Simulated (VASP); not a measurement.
# Rh (Fm-3m) in VASP: single point with r2SCAN

Aim: the single point of Rh with r2SCAN.

Program: VASP 6.6.1. These are calculated values, not measurements. Logs are shortened: lines on timing, memory, paths and dates and some standing lists are left out, and cuts for length are marked.

**1. The cell of the first run**

It takes space group Fm-3m (No. 225, cubic). Conventional cell: a = 3.803 Å, b = 3.803 Å, c = 3.803 Å, α = 90.00°, β = 90.00°, γ = 90.00°. Within 3.5 Å of Rh (site symmetry m-3m) lie 12 Rh at 2.69 Å.

**2. Single point, r2SCAN**

File POSCAR:

```
Rh
1.0
    0.0000000000      1.9015500000      1.9015500000
    1.9015500000      0.0000000000      1.9015500000
    1.9015500000      1.9015500000      0.0000000000
Rh
1
Direct
    0.0000000000      0.0000000000      0.0000000000
```

File INCAR.step1:

```
SYSTEM = Rh
PREC = Accurate
ENCUT = 680
ISMEAR = 0
SIGMA = 0.1
LREAL = .False.
LASPH = .True.
NELM = 120
NBANDS = 14
GGA = PE
ALGO = Normal
EDIFF = 1E-5
LWAVE = .True.
LCHARG = .False.
GGA_COMPAT = .False.
```

File INCAR.step2:

```
SYSTEM = Rh
PREC = Accurate
ENCUT = 680
EDIFF = 1E-6
ISMEAR = 0
SIGMA = 0.1
LREAL = .False.
LASPH = .True.
NELM = 120
ALGO = Normal
ISIF = 2
LWAVE = .False.
LCHARG = .False.
METAGGA = R2SCAN
LMIXTAU = .True.
NBANDS = 14
ISTART = 1
GGA_COMPAT = .False.
```

File KPOINTS:

```
regular mesh
0
Gamma
  8 8 8
  0 0 0
```

Potentials or basis: VASP PAW PBE potentials, release 64 (Rh_sv_GW).

Launch:

```bash
$ cat potpaw_PBE.64/Rh_sv_GW/POTCAR > POTCAR
$ cp INCAR.step1 INCAR
$ mpirun -np 1 vasp_std > vasp.out
$ cp INCAR.step2 INCAR
$ mpirun -np 1 vasp_std > vasp.out
```

OUTCAR:

```text
SYSTEM = Rh
   PREC = Accurate
   ENCUT = 680
   EDIFF = 1E-6
   ISMEAR = 0
   LREAL = .False.
   LASPH = .True.
   NELM = 120
   ISIF = 2
   METAGGA = R2SCAN
   ISTART = 1

 ion  position               nearest neighbor table
   1  0.000  0.000  0.000-

  LATTYP: Found a face centered cubic cell.
 ALAT       =     3.8031000000

  Lattice vectors:

 A1 = (   0.0000000000,   1.9015500000,   1.9015500000)
 A2 = (   1.9015500000,   0.0000000000,   1.9015500000)
 A3 = (   1.9015500000,   1.9015500000,   0.0000000000)

Analysis of symmetry for initial positions (statically):
=====================================================================
 Subroutine PRICEL returns:
 Original cell was already a primitive cell.

 Routine SETGRP: Setting up the symmetry group for a
 face centered cubic supercell.

 Subroutine GETGRP returns: Found 48 space group operations
 (whereof 48 operations were pure point group operations)
 out of a pool of 48 trial point group operations.

The static configuration has the point symmetry O_h .

Analysis of symmetry for dynamics (positions and initial velocities):
=====================================================================
 Subroutine PRICEL returns:
 Original cell was already a primitive cell.

 Routine SETGRP: Setting up the symmetry group for a
 face centered cubic supercell.

 Subroutine GETGRP returns: Found 48 space group operations
 (whereof 48 operations were pure point group operations)
 out of a pool of 48 trial point group operations.

The dynamic configuration has the point symmetry O_h .

 Subroutine INISYM returns: Found 48 space group operations
 (whereof 48 operations are pure point group operations),
 and found     1 'primitive' translations

----------------------------------------------------------------------------------------

                                     Primitive cell

  volume of cell :      13.7516

  direct lattice vectors                    reciprocal lattice vectors
     0.000000000  1.901550000  1.901550000    -0.262943388  0.262943388  0.262943388
     1.901550000  0.000000000  1.901550000     0.262943388 -0.262943388  0.262943388
     1.901550000  1.901550000  0.000000000     0.262943388  0.262943388 -0.262943388

  length of vectors
     2.689197800  2.689197800  2.689197800     0.455431308  0.455431308  0.455431308

  position of ions in fractional coordinates (direct lattice)
     0.000000000  0.000000000  0.000000000

  ion indices of the primitive-cell ions
   primitive index   ion index
                 1           1

----------------------------------------------------------------------------------------

 KPOINTS: regular mesh

Automatic generation of k-mesh.
 Grid dimensions read from file:
 generate k-points for:    8    8    8

 Generating k-lattice:

  Cartesian coordinates                     Fractional coordinates (reciprocal lattice)
    -0.032867924  0.032867924  0.032867924     0.125000000  0.000000000  0.000000000
     0.032867924 -0.032867924  0.032867924     0.000000000  0.125000000  0.000000000
     0.032867924  0.032867924 -0.032867924     0.000000000  0.000000000  0.125000000

  Length of vectors
     0.056928914  0.056928914  0.056928914

  Shift w.r.t. Gamma in fractional coordinates (k-lattice)
     0.000000000  0.000000000  0.000000000

 Subroutine IBZKPT returns following result:
 ===========================================

 Found     29 irreducible k-points:

 Following reciprocal coordinates:
            Coordinates               Weight
  0.000000  0.000000  0.000000      1.000000
  0.125000  0.000000  0.000000      8.000000
  0.250000  0.000000  0.000000      8.000000
  0.375000  0.000000  0.000000      8.000000
  0.500000  0.000000  0.000000      4.000000
  0.125000  0.125000  0.000000      6.000000
[... 16 lines left out ...]
  0.500000  0.250000  0.125000     48.000000
 -0.375000  0.250000  0.125000     24.000000
 [... further k-points ...]
   k-points           NKPTS =     29   k-points in BZ     NKDIM =     29   number of bands    NBANDS=     14
   number of dos      NEDOS =    301   number of ions     NIONS =      1
   total plane-waves  NPLWV =  13824
   dimension x,y,z NGX =    24 NGY =   24 NGZ =   24
   dimension x,y,z NGXF=    48 NGYF=   48 NGZF=   48
   ions per type =               1
   NGX,Y,Z   is equivalent  to a cutoff of  14.84, 14.84, 14.84 a.u.
   NGXF,Y,Z  is equivalent  to a cutoff of  29.67, 29.67, 29.67 a.u.
 SYSTEM =  Rh
   PREC   = accura    normal or accurate (medium, high low for compatibility)
   ISTART =      1    job   : 0-new  1-cont  2-samecut
   ICHARG =      0    charge: 1-file 2-atom 10-const
   ISPIN  =      1    spin polarized calculation?
   LNONCOLLINEAR =      F non collinear calculations
   LSORBIT =      F    spin-orbit coupling
   LASPH  =      T    aspherical Exc in radial PAW
   ENCUT  =  680.0 eV  49.98 Ry    7.07 a.u.   5.72  5.72  5.72*2*pi/ulx,y,z
   NELM   =    120;   NELMIN=  2; NELMDL=  0     # of ELM steps
   EDIFF  = 0.1E-05   stopping-criterion for ELM
   LREAL  =      F    real-space projection
   EDIFFG = 0.1E-04   stopping-criterion for IOM
   NSW    =      0    number of steps for IOM
   IBRION =     -1    ionic relax: 0-MD 1-quasi-New 2-CG
   NFREE  =      0    steps in history (QN), initial steepest desc. (CG)
   ISIF   =      2    stress and relaxation
   ISYM   =      2    0-nonsym 1-usesym 2-fastsym
   POTIM  = 0.5000    time-step for ionic-motion
   TEBEG  =    0.0;   TEEND  =   0.0 temperature during run
   PSTRESS=    0.0 pullay stress
   NELECT =      17.0000    total number of electrons
   NUPDOWN=      -1.0000    fix difference up-down
   EMIN   =  10.00;   EMAX   =-10.00  energy-range for DOS
   EFERMI =   0.00;   METHOD = LEGACY
   ISMEAR =     0;   SIGMA  =   0.10  broadening in eV -4-tet -1-fermi 0-gaus
   EFERMI_NEDOS =   21; number of points for ismear=-14 and -15
   IALGO  =     38    algorithm
   IMIX   =      4    mixing-type and parameters
     AMIX     =   0.40;   BMIX     =  1.00
     AMIX_MAG =   1.60;   BMIX_MAG =  1.00
  volume/ion in A,a.u.               =      13.75        92.80
  Fermi-wavevector in a.u.,A,eV,Ry     =   1.757007  3.320261 42.002167  3.087072
  Thomas-Fermi vector in A             =   2.826445
   LORBIT       =      0    0 simple, 1 ext, 2 COOP (PROOUT), +10 PAW based schemes
   METAGGA = R2SCAN    functional components
   LHFCALC =     F    Hartree Fock is set to
   AEXX    =    0.0000 exact exchange contribution
   IVDW    =     0    specifies the selected vdW correction
   LEPSILON=     F    determine dielectric tensor
   LRPA    =     F    only Hartree local field effects (RPA)
 non-spin polarized calculation
 Gauss-broadening in eV      SIGMA  =   0.10
  energy-cutoff  :      680.00
  volume of cell :       13.75
 maximum number of plane-waves:       568
   NGX = 11   NGY = 11   NGZ = 11

 number of electron      17.0000001 magnetization

 Free energy of the ion-electron system (eV)
  ---------------------------------------------------
  ext. energy  EPLUGINS =         0.00000000
  ---------------------------------------------------
  free energy    TOTEN  =       -23.26228588 eV

  energy without entropy =      -23.25456631  energy(sigma->0) =      -23.25842610

 E-fermi :  10.7247     XC(G=0): -15.2602

 val. band max:       10.7056062620   @ k =  -0.3750   0.2500   0.0000
 cond. band min:      10.7772931347   @ k =   0.3750   0.0000   0.0000
 fundamental gap:      0.0716868727
 Fermi energy:        10.7246781288

 k-point     1 :       0.0000    0.0000    0.0000
  band No.  band energies     occupation
      1     -70.4512      2.00000
      2     -37.0831      2.00000
      3     -37.0831      2.00000
      4     -37.0831      2.00000
      5       2.5424      2.00000
      6       7.5418      2.00000
      7       7.5418      2.00000
      8       7.5418      2.00000
      9       9.6313      2.00000
     10       9.6313      2.00000
     11      27.1379      0.00000
     12      32.7967      0.00000
     13      32.7967      0.00000
     14      32.7967      0.00000

 k-point     2 :       0.1250    0.0000    0.0000
  band No.  band energies     occupation
      1     -70.4334      2.00000
      2     -37.2006      2.00000
      3     -37.0990      2.00000
      4     -37.0990      2.00000
      5       3.1682      2.00000
      6       7.2976      2.00000
      7       7.7634      2.00000
      8       7.7634      2.00000
      9       9.5309      2.00000
     10       9.5309      2.00000
     11      27.9776      0.00000
     12      30.3150      0.00000
     13      33.7184      0.00000
     14      33.7184      0.00000

 k-point     3 :       0.2500    0.0000    0.0000
  band No.  band energies     occupation
      1     -70.3901      2.00000
      2     -37.4797      2.00000
      3     -37.1371      2.00000
      4     -37.1371      2.00000
      5       4.3771      2.00000
      6       7.4342      2.00000
      7       7.8961      2.00000
      8       7.8961      2.00000
      9       9.8244      2.00000
     10       9.8244      2.00000
     11      26.4813      0.00000
     12      28.8083      0.00000
     13      35.9438      0.00000
     14      35.9438      0.00000
[... 324 lines left out ...]
 k-point    23 :       0.5000    0.2500    0.1250
  band No.  band energies     occupation
      1     -70.3227      2.00000
      2     -37.6944      2.00000
      3     -37.3685      2.00000
      4     -37.2316      2.00000
      5       5.6191      2.00000
      6       6.6589      2.00000
      7       7.2440      2.00000
      8       8.9147      2.00000
      9      10.5804      1.95863
     10      14.0225      0.00000
     11      22.9100      0.00000
     12      27.2459      0.00000
     13      29.1497      0.00000
     14      33.8549      0.00000

 k-point    24 :      -0.3750    0.2500    0.1250
  band No.  band energies     occupation
      1     -70.3081      2.00000
      2     -37.7578      2.00000
      3     -37.3956      2.00000
      4     -37.2562      2.00000
      5       5.5408      2.00000
      6       6.4049      2.00000
      7       7.9811      2.00000
      8       8.6065      2.00000
      9      11.1044      0.00000
     10      16.4217      0.00000
     11      19.5922      0.00000
     12      27.4142      0.00000
     13      28.2525      0.00000
     14      32.6194      0.00000

 [... further k-points ...]

------------------------ aborting loop because EDIFF is reached ----------------------------------------

  FORCE on cell =-STRESS in cart. coord.  units (eV):
  Direction    XX          YY          ZZ          XY          YZ          ZX
  --------------------------------------------------------------------------------------
  -------------------------------------------------------------------------------------
  Total        0.0094344      0.0094344      0.0094344      0.0000000     -0.0000000     -0.0000000
  in kB        1.0991898      1.0991898      1.0991898      0.0000000     -0.0000000     -0.0000000
  external PRESSURE =       1.0991898 kB  Pullay stress =       0.0000000 kB

 VOLUME and BASIS-vectors are now :
 -----------------------------------------------------------------------------
  energy-cutoff  :      680.00
  volume of cell :       13.75
      direct lattice vectors                 reciprocal lattice vectors
     0.000000000  1.901550000  1.901550000    -0.262943388  0.262943388  0.262943388
     1.901550000  0.000000000  1.901550000     0.262943388 -0.262943388  0.262943388
     1.901550000  1.901550000  0.000000000     0.262943388  0.262943388 -0.262943388

 POSITION                                       TOTAL-FORCE (eV/Angst)
 -----------------------------------------------------------------------------------
      0.00000      0.00000      0.00000         0.000000      0.000000     -0.000000
 -----------------------------------------------------------------------------------
    total drift:                                0.000000      0.000000      0.000000

  FREE ENERGIE OF THE ION-ELECTRON SYSTEM (eV)
  ---------------------------------------------------
  free  energy   TOTEN  =       -23.2622858815 eV

  energy  without entropy=      -23.2545663130  energy(sigma->0) =      -23.25842610
```

Run time: 38 s. Hardware: 1 thread of Intel Xeon Platinum 8375C at 2.90GHz (Ice Lake), shared host; peak memory 0.15 GiB.

Results:

```yaml
Free_energy: -23.2623 eV
Pressure: 0.1 GPa
Band_gap_on_the_k_mesh: zero (an odd number of electrons rules out a gap without spin polarisation)
```

Caveat: the PAW data sets were made with another functional, which shifts forces and pressure a little.

The gap in the log of VASP goes by the Fermi energy; the results here count the filled bands.